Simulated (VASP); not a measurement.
# AlN in VASP: further runs, part 2 of 3

VASP 6.6.1. Earlier steps stand in the parts before.

## Step 3: Single point, PBE (epitaxial xy strain +1.5%)

INCAR reads:

```
SYSTEM = AlN
  PREC = Accurate
  ENCUT = 520
  EDIFF = 1E-7
  ISMEAR = 0
  SIGMA = 0.01
  LREAL = .False.
  LASPH = .True.
  NELM = 80
  ALGO = Normal
  ISIF = 2
  LWAVE = .False.
  LCHARG = .False.
  GGA = PE
  NBANDS = 11
```

KPOINTS reads:

```
Automatic mesh
0
Gamma
  6 6 6
  0 0 0
```

POSCAR reads:

```
AlN
1.0
    0.0000000000      2.0491514780      1.9964597140
    2.0491514780      0.0000000000      1.9964597140
    2.0491514780      2.0491514780      0.0000000000
Al N
1 1
Direct
    0.0000000000      0.0000000000      0.0000000000
    0.5000000000      0.5000000000      0.5000000000
```

Potentials or basis: VASP PAW PBE potentials, release 64 (Al, N).

Started as:

```console
$ cat potpaw_PBE.64/Al/POTCAR potpaw_PBE.64/N/POTCAR > POTCAR
$ mpirun -np 1 vasp_std > vasp.out
```

OUTCAR:

```text
SYSTEM = AlN
   PREC = Accurate
   ENCUT = 520
   EDIFF = 1E-7
   ISMEAR = 0
   LREAL = .False.
   LASPH = .True.
   NELM = 80
   ISIF = 2
   GGA = PE

 ion  position               nearest neighbor table
   1  0.000  0.000  0.000-   2 2.00   2 2.00   2 2.05   2 2.05   2 2.05   2 2.05
   2  0.500  0.500  0.500-   1 2.00   1 2.00   1 2.05   1 2.05   1 2.05   1 2.05

  LATTYP: Found a body centered tetragonal cell.
 ALAT       =     2.8979378115
 C/A-ratio  =     1.3778485556

  Lattice vectors:

 A1 = (   0.0000000000,  -2.0491514780,  -1.9964597140)
 A2 = (   0.0000000000,   2.0491514780,  -1.9964597140)
 A3 = (   2.0491514780,   0.0000000000,   1.9964597140)

Analysis of symmetry for initial positions (statically):
=====================================================================
 Subroutine PRICEL returns:
 Original cell was already a primitive cell.

 Routine SETGRP: Setting up the symmetry group for a
 body centered tetragonal supercell.

 Subroutine GETGRP returns: Found 16 space group operations
 (whereof 16 operations were pure point group operations)
 out of a pool of 16 trial point group operations.

The static configuration has the point symmetry D_4h.

Analysis of symmetry for dynamics (positions and initial velocities):
=====================================================================
 Subroutine PRICEL returns:
 Original cell was already a primitive cell.

 Routine SETGRP: Setting up the symmetry group for a
 body centered tetragonal supercell.

 Subroutine GETGRP returns: Found 16 space group operations
 (whereof 16 operations were pure point group operations)
 out of a pool of 16 trial point group operations.

The dynamic configuration has the point symmetry D_4h.

 Subroutine INISYM returns: Found 16 space group operations
 (whereof 16 operations are pure point group operations),
 and found     1 'primitive' translations

----------------------------------------------------------------------------------------

                                     Primitive cell
[... 114 lines left out ...]
  Thomas-Fermi vector in A             =   2.411755
   LORBIT       =      0    0 simple, 1 ext, 2 COOP (PROOUT), +10 PAW based schemes
   GGA     = PE    functional components
   LHFCALC =     F    Hartree Fock is set to
   AEXX    =    0.0000 exact exchange contribution
   IVDW    =     0    specifies the selected vdW correction
   LEPSILON=     F    determine dielectric tensor
   LRPA    =     F    only Hartree local field effects (RPA)
 non-spin polarized calculation
 Gauss-broadening in eV      SIGMA  =   0.01
  energy-cutoff  :      520.00
  volume of cell :       16.77
 maximum number of plane-waves:       463
 NGX is ok and might be reduce to    24
   NGX = 11   NGY = 11   NGZ = 11

 number of electron       8.0000000 magnetization

 Free energy of the ion-electron system (eV)
  ---------------------------------------------------
  ext. energy  EPLUGINS =         0.00000000
  ---------------------------------------------------
  free energy    TOTEN  =       -14.53396823 eV

  energy without entropy =      -14.53396823  energy(sigma->0) =      -14.53396823

 E-fermi :   9.9772     XC(G=0): -12.2157

 val. band max:        9.8433313640   @ k =   0.0000   0.0000   0.0000
 cond. band min:      14.0967063910   @ k =   0.5000   0.5000   0.0000
 fundamental gap:      4.2533750270
 Fermi energy:         9.9772344026

 k-point     1 :       0.0000    0.0000    0.0000
  band No.  band energies     occupation
      1      -7.6446      2.00000
      2       9.6475      2.00000
      3       9.8433      2.00000
      4       9.8433      2.00000
      5      15.2384      0.00000
      6      21.7899      0.00000
      7      21.7899      0.00000
      8      22.1327      0.00000
      9      27.0082      0.00000
     10      27.0366      0.00000
     11      27.8977      0.00000
[... 309 lines left out ...]
 k-point    24 :       0.5000   -0.0000    0.3333
  band No.  band energies     occupation
      1      -3.8837      2.00000
      2       3.1541      2.00000
      3       5.8320      2.00000
      4       7.4414      2.00000
      5      15.4070      0.00000
      6      17.4569      0.00000
      7      22.3192      0.00000
      8      25.0089      0.00000
      9      26.4033      0.00000
     10      33.0465      0.00000
     11      34.5753      0.00000

 [... further k-points ...]
[... 5 lines left out ...]
  --------------------------------------------------------------------------------------
  -------------------------------------------------------------------------------------
  Total       -0.0950553     -0.0950553      0.6535171      0.0000000      0.0000000      0.0000000
  in kB       -9.0833925     -9.0833925     62.4494834      0.0000000      0.0000000      0.0000000
  external PRESSURE =      14.7608995 kB  Pullay stress =       0.0000000 kB

 VOLUME and BASIS-vectors are now :
 -----------------------------------------------------------------------------
  energy-cutoff  :      520.00
  volume of cell :       16.77
      direct lattice vectors                 reciprocal lattice vectors
     0.000000000  2.049151478  1.996459714    -0.244003435  0.244003435  0.250443320
     2.049151478  0.000000000  1.996459714     0.244003435 -0.244003435  0.250443320
     2.049151478  2.049151478  0.000000000     0.244003435  0.244003435 -0.250443320

 POSITION                                       TOTAL-FORCE (eV/Angst)
 -----------------------------------------------------------------------------------
      0.00000      0.00000      0.00000        -0.000000     -0.000000     -0.000000
      2.04915      2.04915      1.99646         0.000000      0.000000      0.000000
 -----------------------------------------------------------------------------------
    total drift:                               -0.000000     -0.000000      0.000000

  FREE ENERGIE OF THE ION-ELECTRON SYSTEM (eV)
  ---------------------------------------------------
  free  energy   TOTEN  =       -14.5339682340 eV

  energy  without entropy=      -14.5339682340  energy(sigma->0) =      -14.53396823
```

OSZICAR:

```text
N       E                     dE             d eps       ncg     rms          rms(c)
DAV:   1     0.124608095242E+02    0.12461E+02   -0.42111E+03   676   0.629E+02
DAV:   2    -0.153522797502E+02   -0.27813E+02   -0.26304E+02   806   0.140E+02
DAV:   3    -0.162719002892E+02   -0.91962E+00   -0.91590E+00   806   0.231E+01
DAV:   4    -0.162758204389E+02   -0.39201E-02   -0.39199E-02   747   0.166E+00
DAV:   5    -0.162758542292E+02   -0.33790E-04   -0.33790E-04   789   0.147E-01    0.756E+00
DAV:   6    -0.145537428201E+02    0.17221E+01   -0.75854E+00   726   0.145E+01    0.267E+00
DAV:   7    -0.145399534080E+02    0.13789E-01   -0.17505E-01   723   0.308E+00    0.176E+00
DAV:   8    -0.145342572676E+02    0.56961E-02   -0.15983E-02   696   0.110E+00    0.329E-01
DAV:   9    -0.145339122933E+02    0.34497E-03   -0.15019E-03   780   0.230E-01    0.148E-01
DAV:  10    -0.145339741700E+02   -0.61877E-04   -0.13511E-04   750   0.863E-02    0.403E-02
DAV:  11    -0.145339686369E+02    0.55331E-05   -0.17683E-05   780   0.235E-02    0.743E-03
DAV:  12    -0.145339682892E+02    0.34774E-06   -0.62526E-07   744   0.666E-03    0.124E-03
DAV:  13    -0.145339682340E+02    0.55193E-07   -0.10061E-08   432   0.695E-04
   1 F= -.14533968E+02 E0= -.14533968E+02  d E =-.705735E-82
```

It took 4.8 s on 1 thread of Intel Xeon 6975P-C, shared host; peak memory 0.13 GiB.

What came out:

```
Free energy            : -14.5340 eV
Pressure               : 1.5 GPa
Band gap on the k mesh : 4.25 eV, indirect (least direct gap 5.40 eV)
```

Stress tensor (GPa, compression positive):
```
-0.91  0.00  0.00
 0.00 -0.91  0.00
 0.00  0.00  6.24
```

Caveat: the k points lie up to 0.45 Å⁻¹ apart; the cell differs from its parent crystal (epitaxial xy strain +1.5%). A k mesh can miss the band edges.

## Step 4: Single point, PBE (uniaxial x strain -3.0%)

INCAR reads:

```
SYSTEM = AlN
PREC = Accurate
ENCUT = 520
EDIFF = 1E-6
ISMEAR = 0
SIGMA = 0.01
LREAL = .FALSE.
LASPH = .TRUE.
NELM = 100
ALGO = Normal
ISIF = 2
LWAVE = .FALSE.
LCHARG = .FALSE.
GGA = PE
NBANDS = 11
```

KPOINTS reads:

```
Automatic mesh
0
G
  6 6 6
  0 0 0
```

POSCAR reads:

```
AlN
1.0
    0.0000000000      2.0188684513      2.0188684513
    1.9583023977      0.0000000000      2.0188684513
    1.9583023977      2.0188684513      0.0000000000
Al N
1 1
Direct
    0.0000000000      0.0000000000      0.0000000000
    0.5000000000      0.5000000000      0.5000000000
```

Potentials or basis: VASP PAW PBE potentials, release 64 (Al, N).

Started as:

```console
$ cat potpaw_PBE.64/Al/POTCAR potpaw_PBE.64/N/POTCAR > POTCAR
$ mpirun -np 1 vasp_std > vasp.out
```

OUTCAR:

```text
SYSTEM = AlN
   PREC = Accurate
   ENCUT = 520
   EDIFF = 1E-6
   ISMEAR = 0
   LREAL = .FALSE.
   LASPH = .TRUE.
   NELM = 100
   ISIF = 2
   GGA = PE

 ion  position               nearest neighbor table
   1  0.000  0.000  0.000-   2 1.96   2 1.96   2 2.02   2 2.02   2 2.02   2 2.02
   2  0.500  0.500  0.500-   1 1.96   1 1.96   1 2.02   1 2.02   1 2.02   1 2.02

  LATTYP: Found a body centered tetragonal cell.
 ALAT       =     2.8551111445
 C/A-ratio  =     1.3717871555

  Lattice vectors:

 A1 = (  -1.9583023977,   0.0000000000,  -2.0188684513)
 A2 = (  -1.9583023977,   0.0000000000,   2.0188684513)
 A3 = (   1.9583023977,   2.0188684513,   0.0000000000)

Analysis of symmetry for initial positions (statically):
=====================================================================
 Subroutine PRICEL returns:
 Original cell was already a primitive cell.

 Routine SETGRP: Setting up the symmetry group for a
 body centered tetragonal supercell.

 Subroutine GETGRP returns: Found 16 space group operations
 (whereof 16 operations were pure point group operations)
 out of a pool of 16 trial point group operations.

The static configuration has the point symmetry D_4h.

Analysis of symmetry for dynamics (positions and initial velocities):
=====================================================================
 Subroutine PRICEL returns:
 Original cell was already a primitive cell.

 Routine SETGRP: Setting up the symmetry group for a
 body centered tetragonal supercell.

 Subroutine GETGRP returns: Found 16 space group operations
 (whereof 16 operations were pure point group operations)
 out of a pool of 16 trial point group operations.

The dynamic configuration has the point symmetry D_4h.

 Subroutine INISYM returns: Found 16 space group operations
 (whereof 16 operations are pure point group operations),
 and found     1 'primitive' translations

----------------------------------------------------------------------------------------

                                     Primitive cell

  volume of cell :      15.9634

  direct lattice vectors                    reciprocal lattice vectors
     0.000000000  2.018868451  2.018868451    -0.255323182  0.247663487  0.247663487
     1.958302398  0.000000000  2.018868451     0.255323182 -0.247663487  0.247663487
     1.958302398  2.018868451  0.000000000     0.255323182  0.247663487 -0.247663487

  length of vectors
     2.855111144  2.812610550  2.812610550     0.433433193  0.433433193  0.433433193

  position of ions in fractional coordinates (direct lattice)
     0.000000000  0.000000000  0.000000000
     0.500000000  0.500000000  0.500000000

  ion indices of the primitive-cell ions
   primitive index   ion index
                 1           1
                 2           2

----------------------------------------------------------------------------------------

 KPOINTS: Automatic mesh

Automatic generation of k-mesh.
 Grid dimensions read from file:
 generate k-points for:    6    6    6

 Generating k-lattice:

  Cartesian coordinates                     Fractional coordinates (reciprocal lattice)
    -0.042553864  0.041277248  0.041277248     0.166666667  0.000000000  0.000000000
     0.042553864 -0.041277248  0.041277248     0.000000000  0.166666667 -0.000000000
     0.042553864  0.041277248 -0.041277248     0.000000000 -0.000000000  0.166666667

  Length of vectors
     0.072238865  0.072238865  0.072238865

  Shift w.r.t. Gamma in fractional coordinates (k-lattice)
     0.000000000  0.000000000  0.000000000

 Subroutine IBZKPT returns following result:
 ===========================================

 Found     30 irreducible k-points:

 Following reciprocal coordinates:
            Coordinates               Weight
  0.000000  0.000000  0.000000      1.000000
  0.166667 -0.000000 -0.000000      8.000000
  0.333333  0.000000  0.000000      8.000000
  0.500000  0.000000  0.000000      4.000000
  0.166667  0.166667  0.000000      4.000000
  0.333333  0.166667  0.000000     16.000000
[... 16 lines left out ...]
 -0.333333  0.500000  0.166667      4.000000
  0.333333 -0.333333  0.166667      8.000000
 [... further k-points ...]
   k-points           NKPTS =     30   k-points in BZ     NKDIM =     30   number of bands    NBANDS=     11
   number of dos      NEDOS =    301   number of ions     NIONS =      2
   total plane-waves  NPLWV =  13824
   dimension x,y,z NGX =    24 NGY =   24 NGZ =   24
   dimension x,y,z NGXF=    48 NGYF=   48 NGZF=   48
   ions per type =               1   1
   NGX,Y,Z   is equivalent  to a cutoff of  13.97, 14.19, 14.19 a.u.
   NGXF,Y,Z  is equivalent  to a cutoff of  27.95, 28.37, 28.37 a.u.
 SYSTEM =  AlN
   PREC   = accura    normal or accurate (medium, high low for compatibility)
   ISTART =      0    job   : 0-new  1-cont  2-samecut
   ICHARG =      2    charge: 1-file 2-atom 10-const
   ISPIN  =      1    spin polarized calculation?
   LNONCOLLINEAR =      F non collinear calculations
   LSORBIT =      F    spin-orbit coupling
   LASPH  =      T    aspherical Exc in radial PAW
   ENCUT  =  520.0 eV  38.22 Ry    6.18 a.u.   5.31  5.23  5.23*2*pi/ulx,y,z
   NELM   =    100;   NELMIN=  2; NELMDL= -5     # of ELM steps
   EDIFF  = 0.1E-05   stopping-criterion for ELM
   LREAL  =      F    real-space projection
   EDIFFG = 0.1E-04   stopping-criterion for IOM
   NSW    =      0    number of steps for IOM
   IBRION =     -1    ionic relax: 0-MD 1-quasi-New 2-CG
   NFREE  =      0    steps in history (QN), initial steepest desc. (CG)
   ISIF   =      2    stress and relaxation
   ISYM   =      2    0-nonsym 1-usesym 2-fastsym
   POTIM  = 0.5000    time-step for ionic-motion
   TEBEG  =    0.0;   TEEND  =   0.0 temperature during run
   PSTRESS=    0.0 pullay stress
   NELECT =       8.0000    total number of electrons
   NUPDOWN=      -1.0000    fix difference up-down
   EMIN   =  10.00;   EMAX   =-10.00  energy-range for DOS
   EFERMI =   0.00;   METHOD = LEGACY
   ISMEAR =     0;   SIGMA  =   0.01  broadening in eV -4-tet -1-fermi 0-gaus
   EFERMI_NEDOS =   21; number of points for ismear=-14 and -15
   IALGO  =     38    algorithm
   IMIX   =      4    mixing-type and parameters
     AMIX     =   0.40;   BMIX     =  1.00
     AMIX_MAG =   1.60;   BMIX_MAG =  1.00
  volume/ion in A,a.u.               =       7.98        53.86
  Fermi-wavevector in a.u.,A,eV,Ry     =   1.300358  2.457320 23.006508  1.690931
  Thomas-Fermi vector in A             =   2.431562
   LORBIT       =      0    0 simple, 1 ext, 2 COOP (PROOUT), +10 PAW based schemes
   GGA     = PE    functional components
   LHFCALC =     F    Hartree Fock is set to
   AEXX    =    0.0000 exact exchange contribution
   IVDW    =     0    specifies the selected vdW correction
   LEPSILON=     F    determine dielectric tensor
   LRPA    =     F    only Hartree local field effects (RPA)
 non-spin polarized calculation
 Gauss-broadening in eV      SIGMA  =   0.01
  energy-cutoff  :      520.00
  volume of cell :       15.96
 maximum number of plane-waves:       444
 NGX is ok and might be reduce to    24
   NGX = 11   NGY = 11   NGZ = 11

 number of electron       7.9999999 magnetization

 Free energy of the ion-electron system (eV)
  ---------------------------------------------------
  ext. energy  EPLUGINS =         0.00000000
  ---------------------------------------------------
  free energy    TOTEN  =       -14.48938225 eV

  energy without entropy =      -14.48938225  energy(sigma->0) =      -14.48938225

 E-fermi :  10.6469     XC(G=0): -12.4458

 val. band max:       10.4941372309   @ k =   0.0000   0.0000   0.0000
 cond. band min:      15.1829085049   @ k =   0.0000   0.5000   0.5000
 fundamental gap:      4.6887712740
 Fermi energy:        10.6469151290

 k-point     1 :       0.0000    0.0000    0.0000
  band No.  band energies     occupation
      1      -7.4527      2.00000
      2      10.2680      2.00000
      3      10.4941      2.00000
      4      10.4941      2.00000
      5      16.5876      0.00000
      6      22.5695      0.00000
      7      22.5695      0.00000
      8      22.9831      0.00000
      9      27.9455      0.00000
     10      27.9522      0.00000
     11      29.0039      0.00000
[... 309 lines left out ...]
 k-point    24 :       0.3333   -0.3333    0.1667
  band No.  band energies     occupation
      1      -3.2560      2.00000
      2       3.4264      2.00000
      3       5.5465      2.00000
      4       7.5283      2.00000
      5      18.9961      0.00000
      6      20.2894      0.00000
      7      22.4249      0.00000
      8      24.2288      0.00000
      9      29.0240      0.00000
     10      30.1422      0.00000
     11      35.3266      0.00000

 [... further k-points ...]
[... 5 lines left out ...]
  --------------------------------------------------------------------------------------
  -------------------------------------------------------------------------------------
  Total        2.2973915      1.1762812      1.1762812      0.0000000      0.0000000      0.0000000
  in kB      230.5790272    118.0581406    118.0581406      0.0000000      0.0000000      0.0000000
  external PRESSURE =     155.5651028 kB  Pullay stress =       0.0000000 kB

 VOLUME and BASIS-vectors are now :
 -----------------------------------------------------------------------------
  energy-cutoff  :      520.00
  volume of cell :       15.96
      direct lattice vectors                 reciprocal lattice vectors
     0.000000000  2.018868451  2.018868451    -0.255323182  0.247663487  0.247663487
     1.958302398  0.000000000  2.018868451     0.255323182 -0.247663487  0.247663487
     1.958302398  2.018868451  0.000000000     0.255323182  0.247663487 -0.247663487

 POSITION                                       TOTAL-FORCE (eV/Angst)
 -----------------------------------------------------------------------------------
      0.00000      0.00000      0.00000        -0.000000     -0.000000      0.000000
      1.95830      2.01887      2.01887         0.000000      0.000000     -0.000000
 -----------------------------------------------------------------------------------
    total drift:                               -0.000000     -0.000000      0.000000

  FREE ENERGIE OF THE ION-ELECTRON SYSTEM (eV)
  ---------------------------------------------------
  free  energy   TOTEN  =       -14.4893822459 eV

  energy  without entropy=      -14.4893822459  energy(sigma->0) =      -14.48938225
```

It took 4.6 s on 1 thread of Intel Xeon 6975P-C, shared host; peak memory 0.13 GiB.

What came out:

- Free energy: -14.4894 eV
- Pressure: 15.6 GPa
- Band gap on the k mesh: 4.69 eV, indirect (least direct gap 6.09 eV)

Levels at points of the mesh, in eV from the valence-band top:
```
           k point  band 1  band 2  band 3  band 4  band 5  band 6  band 7  band 8
(0.00, 0.00, 0.00)  -17.95   -0.23    0.00    0.00    6.09   12.08   12.08   12.49
(0.50, 0.00, 0.00)  -14.55   -8.60   -1.28   -1.16    6.25   10.86   11.62   13.73
(0.50, 0.50, 0.00)  -13.60   -7.74   -3.08   -2.69    4.98    5.28   14.27   17.32
(0.00, 0.50, 0.50)  -13.35   -7.59   -3.12   -3.12    4.69    4.97   14.66   17.52
```

Caveat: the k points lie up to 0.45 Å⁻¹ apart; the cell differs from its parent crystal (uniaxial x strain -3.0%). A k mesh can miss the band edges.

(Part 2 of 3 ends here.)
